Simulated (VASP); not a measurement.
# N (P-1) in VASP: notebook

Runs on N. Level: PBEsol. Tasks: single point.

All numbers are computed with VASP 6.6.1; they aren't measurements. Logs are shortened: lines on timing, memory, paths and dates and some standing lists are left out, and cuts for length are marked.

### 1 The cell of the first run

The typed cell holds 8 atoms: a = 4.626 Å, b = 4.626 Å, c = 15.242 Å, α = 91.45°, β = 88.55°, γ = 60.00°.

### 2 Single point, PBEsol (the part above a cut slid along it)

Input file INCAR:

```
SYSTEM = N
ALGO = Normal ; EDIFF = 1E-6
ENCUT = 520 ; GGA = PS
ISIF = 2 ; ISMEAR = 0
LASPH = .True. ; LCHARG = .True.
LELF = .True. ; LREAL = .False.
LVHAR = .True. ; LWAVE = .False.
NBANDS = 30 ; NELM = 100
PREC = Accurate ; SIGMA = 0.05
```

Input file KPOINTS:

```
k-points
0
Gamma
  6 6 2
  0 0 0
```

Input file POSCAR:

```
N
1.0
   -4.6258169325      0.0000000000      0.0000000000
   -2.3129084662     -4.0060749768      0.0000000000
   -0.3854847444      0.6676791628     15.2224973438
N
8
Direct
    0.1929749298      0.4736917369      0.8421504213
    0.2697390388      0.3969276279      0.3815657673
    0.2050173554      0.4616493113      0.7698958677
    0.2817814644      0.3848852023      0.3093112137
    0.6414544266      0.6918789067      0.1512734403
    0.5646903176      0.7686430157      0.6118580943
    0.6534968522      0.6798364811      0.0790188867
    0.5767327432      0.7566005901      0.5396035407
```

Potentials or basis: VASP PAW PBE potentials, release 64 (N).

The run is started by

```sh
$ cat potpaw_PBE.64/N/POTCAR > POTCAR
$ mpirun -np 1 vasp_std > vasp.out
```

OUTCAR:

```text
SYSTEM = N
   EDIFF = 1E-6
   ENCUT = 520
   GGA = PS
   ISIF = 2
   ISMEAR = 0
   LASPH = .True.
   LREAL = .False.
   NELM = 100
   PREC = Accurate

 ion  position               nearest neighbor table
   1  0.193  0.474  0.842-   3 1.10
   2  0.270  0.397  0.382-   4 1.10
   3  0.205  0.462  0.770-   1 1.10
   4  0.282  0.385  0.309-   2 1.10
   5  0.641  0.692  0.151-   7 1.10
   6  0.565  0.769  0.612-   8 1.10
   7  0.653  0.680  0.079-   5 1.10
   8  0.577  0.757  0.540-   6 1.10

  LATTYP: Found a base centered monoclinic cell.
 ALAT       =     4.6258169325
 B/A-ratio  =     1.7320508076
 C/A-ratio  =     3.2949873716
 COS(beta)  =    -0.0505818833

  Lattice vectors:

 A1 = (  -2.3129084662,  -4.0060749768,   0.0000000000)
 A2 = (   4.6258169325,   0.0000000000,   0.0000000000)
 A3 = (  -0.3854847444,   0.6676791628,  15.2224973438)

Analysis of symmetry for initial positions (statically):
=====================================================================
 Subroutine PRICEL returns:
 Original cell was already a primitive cell.

 Routine SETGRP: Setting up the symmetry group for a
 base centered monoclinic supercell.

 Subroutine GETGRP returns: Found  2 space group operations
 (whereof  1 operations were pure point group operations)
 out of a pool of  4 trial point group operations.

The static configuration has the point symmetry C_1 .
 The point group associated with its full space group is S_2 .

Analysis of symmetry for dynamics (positions and initial velocities):
=====================================================================
 Subroutine PRICEL returns:
 Original cell was already a primitive cell.

 Routine SETGRP: Setting up the symmetry group for a
 base centered monoclinic supercell.

 Subroutine GETGRP returns: Found  2 space group operations
 (whereof  1 operations were pure point group operations)
 out of a pool of  4 trial point group operations.

The dynamic configuration has the point symmetry C_1 .
 The point group associated with its full space group is S_2 .

 Subroutine INISYM returns: Found  2 space group operations
 (whereof  1 operations are pure point group operations),
 and found     1 'primitive' translations

----------------------------------------------------------------------------------------

                                     Primitive cell

  volume of cell :     282.0937

  direct lattice vectors                    reciprocal lattice vectors
    -4.625816933  0.000000000  0.000000000    -0.216178032  0.124810445 -0.010948707
    -2.312908466 -4.006074977  0.000000000     0.000000000 -0.249620890  0.010948707
    -0.385484744  0.667679163 15.222497344     0.000000000  0.000000000  0.065692243

  length of vectors
     4.625816933  4.625816932 15.242008376     0.249860887  0.249860887  0.065692243

  position of ions in fractional coordinates (direct lattice)
     0.192974930  0.473691737  0.842150421
     0.269739039  0.396927628  0.381565767
     0.205017355  0.461649311  0.769895868
     0.281781464  0.384885202  0.309311214
     0.641454427  0.691878907  0.151273440
     0.564690318  0.768643016  0.611858094
     0.653496852  0.679836481  0.079018887
     0.576732743  0.756600590  0.539603541

  ion indices of the primitive-cell ions
   primitive index   ion index
                 1           1
                 2           2
                 3           3
                 4           4
                 5           5
                 6           6
                 7           7
                 8           8

----------------------------------------------------------------------------------------

 KPOINTS: k-points

Automatic generation of k-mesh.
 Grid dimensions read from file:
 generate k-points for:    6    6    2

 Generating k-lattice:

  Cartesian coordinates                     Fractional coordinates (reciprocal lattice)
    -0.036029672  0.020801741 -0.001824785     0.166666667  0.000000000 -0.000000000
     0.000000000 -0.041603482  0.001824785     0.000000000  0.166666667  0.000000000
     0.000000000  0.000000000  0.032846122     0.000000000  0.000000000  0.500000000

  Length of vectors
     0.041643481  0.041643481  0.032846122

  Shift w.r.t. Gamma in fractional coordinates (k-lattice)
     0.000000000  0.000000000  0.000000000

 Subroutine IBZKPT returns following result:
 ===========================================

 Found     40 irreducible k-points:

 Following reciprocal coordinates:
            Coordinates               Weight
  0.000000  0.000000  0.000000      1.000000
  0.166667 -0.000000  0.000000      2.000000
  0.000000  0.166667 -0.000000      2.000000
  0.333333 -0.000000  0.000000      2.000000
  0.000000  0.333333 -0.000000      2.000000
  0.500000 -0.000000  0.000000      1.000000
[... 16 lines left out ...]
  0.000000  0.166667  0.500000      2.000000
  0.333333 -0.000000  0.500000      2.000000
 [... further k-points ...]
   k-points           NKPTS =     40   k-points in BZ     NKDIM =     40   number of bands    NBANDS=     30
   number of dos      NEDOS =    301   number of ions     NIONS =      8
   total plane-waves  NPLWV = 155520
   dimension x,y,z NGX =    36 NGY =   36 NGZ =  120
   dimension x,y,z NGXF=    72 NGYF=   72 NGZF=  240
   ions per type =               8
   NGX,Y,Z   is equivalent  to a cutoff of  12.94, 12.94, 13.09 a.u.
   NGXF,Y,Z  is equivalent  to a cutoff of  25.88, 25.88, 26.18 a.u.
 SYSTEM =  N
   PREC   = accura    normal or accurate (medium, high low for compatibility)
   ISTART =      0    job   : 0-new  1-cont  2-samecut
   ICHARG =      2    charge: 1-file 2-atom 10-const
   ISPIN  =      1    spin polarized calculation?
   LNONCOLLINEAR =      F non collinear calculations
   LSORBIT =      F    spin-orbit coupling
   LASPH  =      T    aspherical Exc in radial PAW
   ENCUT  =  520.0 eV  38.22 Ry    6.18 a.u.   8.60  8.60 28.34*2*pi/ulx,y,z
   NELM   =    100;   NELMIN=  2; NELMDL= -5     # of ELM steps
   EDIFF  = 0.1E-05   stopping-criterion for ELM
   LREAL  =      F    real-space projection
   EDIFFG = 0.1E-04   stopping-criterion for IOM
   NSW    =      0    number of steps for IOM
   IBRION =     -1    ionic relax: 0-MD 1-quasi-New 2-CG
   NFREE  =      0    steps in history (QN), initial steepest desc. (CG)
   ISIF   =      2    stress and relaxation
   ISYM   =      2    0-nonsym 1-usesym 2-fastsym
   POTIM  = 0.5000    time-step for ionic-motion
   TEBEG  =    0.0;   TEEND  =   0.0 temperature during run
   PSTRESS=    0.0 pullay stress
   NELECT =      40.0000    total number of electrons
   NUPDOWN=      -1.0000    fix difference up-down
   EMIN   =  10.00;   EMAX   =-10.00  energy-range for DOS
   EFERMI =   0.00;   METHOD = LEGACY
   ISMEAR =     0;   SIGMA  =   0.05  broadening in eV -4-tet -1-fermi 0-gaus
   EFERMI_NEDOS =   21; number of points for ismear=-14 and -15
   IALGO  =     38    algorithm
   IMIX   =      4    mixing-type and parameters
     AMIX     =   0.40;   BMIX     =  1.00
     AMIX_MAG =   1.60;   BMIX_MAG =  1.00
  volume/ion in A,a.u.               =      35.26       237.96
  Fermi-wavevector in a.u.,A,eV,Ry     =   0.853684  1.613228  9.915599  0.728776
  Thomas-Fermi vector in A             =   1.970164
   LORBIT       =      0    0 simple, 1 ext, 2 COOP (PROOUT), +10 PAW based schemes
   GGA     = PS    functional components
   LHFCALC =     F    Hartree Fock is set to
   AEXX    =    0.0000 exact exchange contribution
   IVDW    =     0    specifies the selected vdW correction
   LEPSILON=     F    determine dielectric tensor
   LRPA    =     F    only Hartree local field effects (RPA)
 non-spin polarized calculation
 Gauss-broadening in eV      SIGMA  =   0.05
  energy-cutoff  :      520.00
  volume of cell :      282.09
 maximum number of plane-waves:      7627
 NGX is ok and might be reduce to    36
   NGX = 17   NGY = 17   NGZ = 57

 number of electron      40.0000000 magnetization

 Free energy of the ion-electron system (eV)
  ---------------------------------------------------
  ext. energy  EPLUGINS =         0.00000000
  ---------------------------------------------------
  free energy    TOTEN  =       -68.24834511 eV

  energy without entropy =      -68.24834511  energy(sigma->0) =      -68.24834511

 E-fermi :  -7.4324     XC(G=0):  -4.8288

 val. band max:       -7.6585692906   @ k =   0.0000   0.0000   0.0000
 cond. band min:      -0.2236708746   @ k =  -0.3333   0.3333   0.0000
 fundamental gap:      7.4348984160
 Fermi energy:        -7.4324209910

 k-point     1 :       0.0000    0.0000    0.0000
  band No.  band energies     occupation
      1     -26.1236      2.00000
      2     -26.1171      2.00000
      3     -26.1096      2.00000
      4     -26.1083      2.00000
      5     -11.3561      2.00000
      6     -11.2189      2.00000
[... 22 lines left out ...]
     29       1.8755      0.00000
     30       2.2311      0.00000

 k-point     2 :       0.1667   -0.0000    0.0000
  band No.  band energies     occupation
      1     -26.1221      2.00000
      2     -26.1163      2.00000
      3     -26.1089      2.00000
      4     -26.1078      2.00000
      5     -11.3268      2.00000
      6     -11.2060      2.00000
[... 22 lines left out ...]
     29       2.1019      0.00000
     30       2.4738      0.00000

 k-point     3 :       0.0000    0.1667   -0.0000
  band No.  band energies     occupation
      1     -26.1221      2.00000
      2     -26.1163      2.00000
      3     -26.1089      2.00000
      4     -26.1078      2.00000
      5     -11.3273      2.00000
      6     -11.2046      2.00000
[... 682 lines left out ...]
     29       2.1106      0.00000
     30       2.3552      0.00000

 k-point    24 :       0.3333   -0.0000    0.5000
  band No.  band energies     occupation
      1     -26.1187      2.00000
      2     -26.1147      2.00000
      3     -26.1072      2.00000
      4     -26.1070      2.00000
      5     -11.2513      2.00000
      6     -11.1869      2.00000
[... 22 lines left out ...]
     29       2.7437      0.00000
     30       2.9309      0.00000

 [... further k-points ...]

------------------------ aborting loop because EDIFF is reached ----------------------------------------

  FORCE on cell =-STRESS in cart. coord.  units (eV):
  Direction    XX          YY          ZZ          XY          YZ          ZX
  --------------------------------------------------------------------------------------
  -------------------------------------------------------------------------------------
  Total       -0.1976442     -0.2005916      7.9187724     -0.0007124     -0.0001568      0.0012726
  in kB       -1.1225385     -1.1392783     44.9753988     -0.0040462     -0.0008905      0.0072281
  external PRESSURE =      14.2378607 kB  Pullay stress =       0.0000000 kB

 VOLUME and BASIS-vectors are now :
 -----------------------------------------------------------------------------
  energy-cutoff  :      520.00
  volume of cell :      282.09
      direct lattice vectors                 reciprocal lattice vectors
    -4.625816933  0.000000000  0.000000000    -0.216178032  0.124810445 -0.010948707
    -2.312908466 -4.006074977  0.000000000     0.000000000 -0.249620890  0.010948707
    -0.385484744  0.667679163 15.222497344     0.000000000  0.000000000  0.065692243

 POSITION                                       TOTAL-FORCE (eV/Angst)
 -----------------------------------------------------------------------------------
     -2.31291     -1.33536     12.81963        -0.002416      0.001161      1.895218
     -2.31291     -1.33536      5.80838        -0.000019      0.000035      1.883510
     -2.31291     -1.33536     11.71974         0.001294     -0.000753     -1.890294
     -2.31291     -1.33536      4.70849        -0.000040      0.000067     -1.883897
     -4.62582     -2.67072      2.30276        -0.001294      0.000753      1.890294
     -4.62582     -2.67072      9.31401         0.000040     -0.000067      1.883897
     -4.62582     -2.67072      1.20286         0.002416     -0.001161     -1.895218
     -4.62582     -2.67072      8.21411         0.000019     -0.000035     -1.883510
 -----------------------------------------------------------------------------------
    total drift:                               -0.000000      0.000001     -0.000004

  FREE ENERGIE OF THE ION-ELECTRON SYSTEM (eV)
  ---------------------------------------------------
  free  energy   TOTEN  =       -68.2483451106 eV

  energy  without entropy=      -68.2483451106  energy(sigma->0) =      -68.24834511
```

It took 7.6 min on 1 thread of Intel Xeon 8259CL, shared host; peak memory 0.51 GiB.

What came out:

| Item | Value |
| --- | --- |
| Free energy | -68.2483 eV |
| Pressure | 1.4 GPa |
| Largest force | 1.895 eV/Å |
| Band gap on the k mesh | 7.43 eV (least direct gap 7.64 eV) |

Forces on the atoms (eV/Å):
```
N   -0.002  0.001  1.895
N    0.000  0.000  1.884
N    0.001 -0.001 -1.890
N    0.000  0.000 -1.884
N   -0.001  0.001  1.890
N    0.000  0.000  1.884
N    0.002 -0.001 -1.895
N    0.000  0.000 -1.884
```

Levels at points of the mesh, in eV from the valence-band top:
```tsv
k point	band 16	band 17	band 18	band 19	band 20	band 21	band 22	band 23	band 24	band 25
(0.00, 0.00, 0.00)	-1.69	-0.64	-0.38	-0.22	0.00	7.88	7.89	8.00	8.02	8.12
(0.50, 0.00, 0.00)	-1.70	-0.34	-0.30	-0.21	-0.15	7.55	7.69	7.70	7.85	7.92
(0.00, 0.50, 0.00)	-1.70	-0.36	-0.27	-0.24	-0.14	7.52	7.70	7.73	7.79	7.92
(0.50, 0.50, 0.00)	-1.70	-0.35	-0.28	-0.23	-0.14	7.54	7.71	7.71	7.82	7.91
(0.00, 0.00, 0.50)	-1.69	-0.61	-0.46	-0.15	-0.03	7.89	7.90	7.98	8.00	8.14
(0.50, 0.00, 0.50)	-1.70	-0.35	-0.28	-0.22	-0.15	7.55	7.67	7.72	7.85	7.87
(0.00, 0.50, 0.50)	-1.70	-0.34	-0.31	-0.18	-0.16	7.57	7.62	7.72	7.87	7.91
(0.50, 0.50, 0.50)	-1.70	-0.34	-0.30	-0.19	-0.16	7.56	7.64	7.72	7.88	7.89
```

Caveat: the cell differs from its parent crystal (the part above a cut slid along it); the standard files for N, O and F lose accuracy on very short bonds; this functional lacks dispersion, which holds the molecules together, so the pressure and a relaxed volume are unreliable; the PAW data sets were made with another functional, which shifts forces and pressure a little.

[end of part 1 of 2]
